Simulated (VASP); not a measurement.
# BN (Cm) in VASP: notebook

The runs below take BN through single point, relaxation of cell and atoms, with PBE.

All numbers are computed with VASP 6.6.1; they aren't measurements. Logs are shortened: lines on timing, memory, paths and dates and some standing lists are left out, and cuts for length are marked.

### Step 1. The cell of the first run

Symmetry: Cm, No. 8, monoclinic system. Conventional cell: a = 4.351 Å, b = 2.512 Å, c = 4.415 Å, α = 90.00°, β = 108.87°, γ = 90.00°. B (site symmetry m) has 3 N at 1.45 Å within 1.9 Å. Within 1.9 Å of N (site symmetry m) lie 3 B at 1.45 Å.

### Step 2. Single point, PBE

INCAR

```
PREC     = Accurate       # precision mode
ENCUT    = 520            # plane-wave cutoff, eV
EDIFF    = 1E-6           # SCF threshold, eV
ISMEAR   = 0              # smearing method
SIGMA    = 0.02           # smearing width, eV
LREAL    = False          # projectors in reciprocal space
LASPH    = True           # aspherical terms in the spheres
NELM     = 100            # most SCF steps
ALGO     = Normal         # electronic algorithm
ISIF     = 2              # what is computed and relaxed
LWAVE    = False          # write WAVECAR
LCHARG   = True           # write CHGCAR
GGA      = PE             # functional
LELF     = True           # ELF
LVHAR    = True         
NBANDS   = 11             # bands
```

KPOINTS

```
regular mesh
0
Gamma
  10 10 6
```

POSCAR

```
BN
1.0
    2.1755956940     -1.2560818633     -0.0073497797
    2.1755956940      1.2560818633     -0.0073497797
   -1.4137592606      0.0000000000      4.1827195725
B N
1 1
Direct
    0.0004416291      0.0004416291      0.0013278914
    0.6671253509      0.6671253509      0.0013730586
```

Potentials or basis: VASP PAW PBE potentials, release 64 (B, N).

Command:

```
cat potpaw_PBE.64/B/POTCAR potpaw_PBE.64/N/POTCAR > POTCAR
mpirun -np 1 vasp_std > vasp.out
```

OUTCAR:

```text
PREC = Accurate
   ENCUT = 520
   EDIFF = 1E-6
   ISMEAR = 0
   LREAL = False
   LASPH = True
   NELM = 100
   ISIF = 2
   GGA = PE

 ion  position               nearest neighbor table
   1  0.000  0.000  0.001-   2 1.45   2 1.45   2 1.45
   2  0.667  0.667  0.001-   1 1.45   1 1.45   1 1.45

  LATTYP: Found a base centered monoclinic cell.
 ALAT       =     4.3512162176
 B/A-ratio  =     0.5773474819
 C/A-ratio  =     1.0147013487
 COS(beta)  =    -0.3234024255

  Lattice vectors:

 A1 = (   2.1755956940,  -1.2560818633,  -0.0073497797)
 A2 = (   2.1755956940,   1.2560818633,  -0.0073497797)
 A3 = (  -1.4137592606,   0.0000000000,   4.1827195725)

Analysis of symmetry for initial positions (statically):
=====================================================================
 Subroutine PRICEL returns:
 Original cell was already a primitive cell.

 Routine SETGRP: Setting up the symmetry group for a
 base centered monoclinic supercell.

 Subroutine GETGRP returns: Found  2 space group operations
 (whereof  2 operations were pure point group operations)
 out of a pool of  4 trial point group operations.

The static configuration has the point symmetry C_1h.

Analysis of symmetry for dynamics (positions and initial velocities):
=====================================================================
 Subroutine PRICEL returns:
 Original cell was already a primitive cell.

 Routine SETGRP: Setting up the symmetry group for a
 base centered monoclinic supercell.

 Subroutine GETGRP returns: Found  2 space group operations
 (whereof  2 operations were pure point group operations)
 out of a pool of  4 trial point group operations.

The dynamic configuration has the point symmetry C_1h.

 Subroutine INISYM returns: Found  2 space group operations
 (whereof  2 operations are pure point group operations),
 and found     1 'primitive' translations

----------------------------------------------------------------------------------------

                                     Primitive cell

  volume of cell :      22.8344

  direct lattice vectors                    reciprocal lattice vectors
     2.175595694 -1.256081863 -0.007349780     0.230084838 -0.398063227  0.077768678
     2.175595694  1.256081863 -0.007349780     0.230084838  0.398063227  0.077768678
    -1.413759261  0.000000000  4.182719572     0.000808600  0.000000000  0.239352208

  length of vectors
     2.512172823  2.512172823  4.415184964     0.466306050  0.466306050  0.239353574

  position of ions in fractional coordinates (direct lattice)
     0.000441629  0.000441629  0.001327891
     0.667125351  0.667125351  0.001373059

  ion indices of the primitive-cell ions
   primitive index   ion index
                 1           1
                 2           2

----------------------------------------------------------------------------------------

 KPOINTS: regular mesh

Automatic generation of k-mesh.
 Grid dimensions read from file:
 generate k-points for:   10   10    6

 Generating k-lattice:

  Cartesian coordinates                     Fractional coordinates (reciprocal lattice)
     0.023008484 -0.039806323  0.007776868     0.100000000 -0.000000000  0.000000000
     0.023008484  0.039806323  0.007776868    -0.000000000  0.100000000  0.000000000
     0.000134767  0.000000000  0.039892035     0.000000000  0.000000000  0.166666667

  Length of vectors
     0.046630605  0.046630605  0.039892262

  Shift w.r.t. Gamma in fractional coordinates (k-lattice)
     0.000000000  0.000000000  0.000000000

 Subroutine IBZKPT returns following result:
 ===========================================

 Found    172 irreducible k-points:

 Following reciprocal coordinates:
            Coordinates               Weight
  0.000000  0.000000  0.000000      1.000000
  0.100000 -0.000000  0.000000      4.000000
  0.200000 -0.000000  0.000000      4.000000
  0.300000  0.000000  0.000000      4.000000
  0.400000  0.000000  0.000000      4.000000
  0.500000  0.000000  0.000000      2.000000
[... 16 lines left out ...]
  0.300000  0.300000  0.000000      2.000000
  0.400000  0.300000  0.000000      4.000000
 [... further k-points ...]
   k-points           NKPTS =    172   k-points in BZ     NKDIM =    172   number of bands    NBANDS=     11
   number of dos      NEDOS =    301   number of ions     NIONS =      2
   total plane-waves  NPLWV =  14400
   dimension x,y,z NGX =    20 NGY =   20 NGZ =   36
   dimension x,y,z NGXF=    40 NGYF=   40 NGZF=   72
   ions per type =               1   1
   NGX,Y,Z   is equivalent  to a cutoff of  13.24, 13.24, 13.56 a.u.
   NGXF,Y,Z  is equivalent  to a cutoff of  26.47, 26.47, 27.11 a.u.
 SYSTEM =  unknown system
   PREC   = accura    normal or accurate (medium, high low for compatibility)
   ISTART =      0    job   : 0-new  1-cont  2-samecut
   ICHARG =      2    charge: 1-file 2-atom 10-const
   ISPIN  =      1    spin polarized calculation?
   LNONCOLLINEAR =      F non collinear calculations
   LSORBIT =      F    spin-orbit coupling
   LASPH  =      T    aspherical Exc in radial PAW
   ENCUT  =  520.0 eV  38.22 Ry    6.18 a.u.   4.67  4.67  8.21*2*pi/ulx,y,z
   NELM   =    100;   NELMIN=  2; NELMDL= -5     # of ELM steps
   EDIFF  = 0.1E-05   stopping-criterion for ELM
   LREAL  =      F    real-space projection
   EDIFFG = 0.1E-04   stopping-criterion for IOM
   NSW    =      0    number of steps for IOM
   IBRION =     -1    ionic relax: 0-MD 1-quasi-New 2-CG
   NFREE  =      0    steps in history (QN), initial steepest desc. (CG)
   ISIF   =      2    stress and relaxation
   ISYM   =      2    0-nonsym 1-usesym 2-fastsym
   POTIM  = 0.5000    time-step for ionic-motion
   TEBEG  =    0.0;   TEEND  =   0.0 temperature during run
   PSTRESS=    0.0 pullay stress
   NELECT =       8.0000    total number of electrons
   NUPDOWN=      -1.0000    fix difference up-down
   EMIN   =  10.00;   EMAX   =-10.00  energy-range for DOS
   EFERMI =   0.00;   METHOD = LEGACY
   ISMEAR =     0;   SIGMA  =   0.02  broadening in eV -4-tet -1-fermi 0-gaus
   EFERMI_NEDOS =   21; number of points for ismear=-14 and -15
   IALGO  =     38    algorithm
   IMIX   =      4    mixing-type and parameters
     AMIX     =   0.40;   BMIX     =  1.00
     AMIX_MAG =   1.60;   BMIX_MAG =  1.00
  volume/ion in A,a.u.               =      11.42        77.05
  Fermi-wavevector in a.u.,A,eV,Ry     =   1.154096  2.180925 18.122110  1.331938
  Thomas-Fermi vector in A             =   2.290735
   LORBIT       =      0    0 simple, 1 ext, 2 COOP (PROOUT), +10 PAW based schemes
   GGA     = PE    functional components
   LHFCALC =     F    Hartree Fock is set to
   AEXX    =    0.0000 exact exchange contribution
   IVDW    =     0    specifies the selected vdW correction
   LEPSILON=     F    determine dielectric tensor
   LRPA    =     F    only Hartree local field effects (RPA)
 non-spin polarized calculation
 Gauss-broadening in eV      SIGMA  =   0.02
  energy-cutoff  :      520.00
  volume of cell :       22.83
 maximum number of plane-waves:       635
   NGX =  9   NGY =  9   NGZ = 17

 number of electron       8.0000000 magnetization

 Free energy of the ion-electron system (eV)
  ---------------------------------------------------
  ext. energy  EPLUGINS =         0.00000000
  ---------------------------------------------------
  free energy    TOTEN  =       -17.60343888 eV

  energy without entropy =      -17.60343888  energy(sigma->0) =      -17.60343888

 E-fermi :   0.6078     XC(G=0):  -8.5738

 val. band max:        0.4666574155   @ k =  -0.3000   0.3000   0.0000
 cond. band min:       4.9827512001   @ k =   0.0000   0.0000   0.0000
 fundamental gap:      4.5160937846
 Fermi energy:         0.6078064875

 k-point     1 :       0.0000    0.0000    0.0000
  band No.  band energies     occupation
      1     -17.0381      2.00000
      2      -4.2981      2.00000
      3      -0.7557      2.00000
      4      -0.7556      2.00000
      5       4.9828      0.00000
      6      12.1102      0.00000
      7      12.1109      0.00000
      8      12.9516      0.00000
      9      14.1757      0.00000
     10      21.4139      0.00000
     11      25.7944      0.00000

 k-point     2 :       0.1000   -0.0000    0.0000
  band No.  band energies     occupation
      1     -16.8464      2.00000
      2      -4.0548      2.00000
      3      -1.5454      2.00000
      4      -1.1149      2.00000
      5       5.3464      0.00000
      6      11.9808      0.00000
      7      12.4056      0.00000
      8      12.9458      0.00000
      9      14.7955      0.00000
     10      21.1135      0.00000
     11      26.3928      0.00000

 k-point     3 :       0.2000   -0.0000    0.0000
  band No.  band energies     occupation
      1     -16.2876      2.00000
      2      -3.4176      2.00000
      3      -3.3369      2.00000
      4      -1.9240      2.00000
      5       6.3305      0.00000
      6      10.8925      0.00000
      7      11.7010      0.00000
      8      15.1348      0.00000
      9      16.2092      0.00000
     10      20.2751      0.00000
     11      24.7940      0.00000

 k-point     4 :       0.3000    0.0000    0.0000
  band No.  band energies     occupation
      1     -15.4276      2.00000
      2      -5.5825      2.00000
      3      -2.7485      2.00000
      4      -2.2283      2.00000
      5       7.7072      0.00000
      6       8.8878      0.00000
      7      11.4651      0.00000
      8      17.4121      0.00000
      9      18.0549      0.00000
     10      19.0287      0.00000
     11      22.8974      0.00000
[... 239 lines left out ...]
 k-point    22 :      -0.2000    0.2000    0.0000
  band No.  band energies     occupation
      1     -14.9535      2.00000
      2      -5.8911      2.00000
      3      -4.1173      2.00000
      4      -1.5440      2.00000
      5       7.9409      0.00000
      6       8.6244      0.00000
      7      13.5959      0.00000
      8      15.2747      0.00000
      9      16.7397      0.00000
     10      20.6879      0.00000
     11      22.2068      0.00000

 k-point    23 :       0.3000    0.3000    0.0000
  band No.  band energies     occupation
      1     -15.4203      2.00000
      2      -5.5719      2.00000
      3      -2.7525      2.00000
      4      -2.3533      2.00000
      5       7.7946      0.00000
      6       9.2213      0.00000
      7      11.4836      0.00000
      8      17.1674      0.00000
      9      18.0338      0.00000
     10      18.9674      0.00000
     11      22.3555      0.00000

 k-point    24 :       0.4000    0.3000    0.0000
  band No.  band energies     occupation
      1     -14.8125      2.00000
      2      -6.5368      2.00000
      3      -3.6063      2.00000
      4      -1.5597      2.00000
      5       7.1356      0.00000
      6       9.9720      0.00000
      7      12.1727      0.00000
      8      16.6382      0.00000
      9      17.6483      0.00000
     10      20.1856      0.00000
     11      21.6825      0.00000

 [... further k-points ...]
[... 5 lines left out ...]
  --------------------------------------------------------------------------------------
  -------------------------------------------------------------------------------------
  Total        0.0165345      0.0163913     -0.0108314      0.0000000      0.0000000     -0.0003210
  in kB        1.1601468      1.1501026     -0.7599876      0.0000000      0.0000000     -0.0225197
  external PRESSURE =       0.5167539 kB  Pullay stress =       0.0000000 kB

 VOLUME and BASIS-vectors are now :
 -----------------------------------------------------------------------------
  energy-cutoff  :      520.00
  volume of cell :       22.83
      direct lattice vectors                 reciprocal lattice vectors
     2.175595694 -1.256081863 -0.007349780     0.230084838 -0.398063227  0.077768678
     2.175595694  1.256081863 -0.007349780     0.230084838  0.398063227  0.077768678
    -1.413759261  0.000000000  4.182719572     0.000808600  0.000000000  0.239352208

 POSITION                                       TOTAL-FORCE (eV/Angst)
 -----------------------------------------------------------------------------------
      0.00004      0.00000      0.00555         0.000179      0.000000      0.000410
      2.90085      0.00000     -0.00406        -0.000179      0.000000     -0.000410
 -----------------------------------------------------------------------------------
    total drift:                                0.000155     -0.000000      0.000013

  FREE ENERGIE OF THE ION-ELECTRON SYSTEM (eV)
  ---------------------------------------------------
  free  energy   TOTEN  =       -17.6034388763 eV

  energy  without entropy=      -17.6034388763  energy(sigma->0) =      -17.60343888
```

It took 29 s on 1 thread of Intel Xeon Platinum 8259CL at 2.50GHz (Skylake/Cascade Lake), shared host; peak memory 0.16 GiB.

Results:

| Property | Result |
| --- | --- |
| Free energy | -17.6034 eV |
| Pressure | 0.1 GPa |
| Band gap on the k mesh | 4.52 eV, indirect (least direct gap 4.97 eV) |

Caveat: this functional lacks dispersion, which binds the layers, so the pressure and a relaxed spacing across them are unreliable. A k mesh can miss the band edges.

(Continued in part 2 of 2.)
